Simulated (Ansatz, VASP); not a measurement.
# Two plane-wave programs on Be

The input INCAR:

```
SYSTEM = Be
PREC = Accurate ; ENCUT = 520
EDIFF = 1E-8 ; ISMEAR = -1
SIGMA = 0.03 ; LREAL = .FALSE.
LASPH = .TRUE. ; NELM = 60
ALGO = Normal ; ISIF = 2
LWAVE = .FALSE. ; LCHARG = .FALSE.
GGA = PS ; LEFG = .TRUE.
NBANDS = 7
```

KPOINTS

```
Automatic mesh
0
G
  23 23 23
  0 0 0
```

The input POSCAR:

```
Be
1.0
   -1.2280585323      1.2531209513      1.2531209513
    1.2531209513     -1.2280585323      1.2531209513
    1.2531209513      1.2531209513     -1.2280585323
Be
1
Direct
    0.0000000000      0.0000000000      0.0000000000
```

Input for Ansatz:

```yaml
crystal:
  lattice:
    - [-1.2280585323, 1.2531209513, 1.2531209513]
    - [1.2531209513, -1.2280585323, 1.2531209513]
    - [1.2531209513, 1.2531209513, -1.2280585323]
  atoms:
    - { symbol: Be, position: [0.0, 0.0, 0.0] }
kpoints:
  mp_grid: { grid: [23, 23, 23] }
scf:
  occupations: { method: fermi_dirac, width: 0.03 }
hamiltonian:
  xc: pbesol
  pseudopotentials: { kind: paw }
output:
  forces: true
  stress: true
  eigenvalues: true
  efg: { contact_densities: true }
```

Change from the starting cell: equal xy, yz and zx shear strains of +2 %, PAW files.

Alike in both runs: task electric field gradients; functional PBEsol; k mesh 23 × 23 × 23; occupations fermi-dirac, width 0.03 eV; no spin polarisation.

```csv
,VASP,Ansatz
version,VASP 6.6.1,Ansatz 0.2.0
potentials or method,"VASP PAW PBE potentials, release 64 (Be)","PAW with Ansatz's default frozen-core files, scalar-relativistic"
plane-wave cutoff (eV),520,420
valence electrons in the cell,2,2
```

VASP gave:

| Item | Value |
| --- | --- |
| pressure (GPa) | -1.4 |
| traceless stress, the component that is largest in VASP (GPa) | -3.86 |
| size of Vzz on the site where it differs most (V/Å²) | 0.5 |

Q: Estimate Ansatz's values.

A: Pressure (GPa): -1.8; traceless stress, the component that is largest in VASP (GPa): -3.84; size of Vzz on the site where it differs most (V/Å²): 0.5.

VASP's potentials were made for PBE, not for PBEsol.
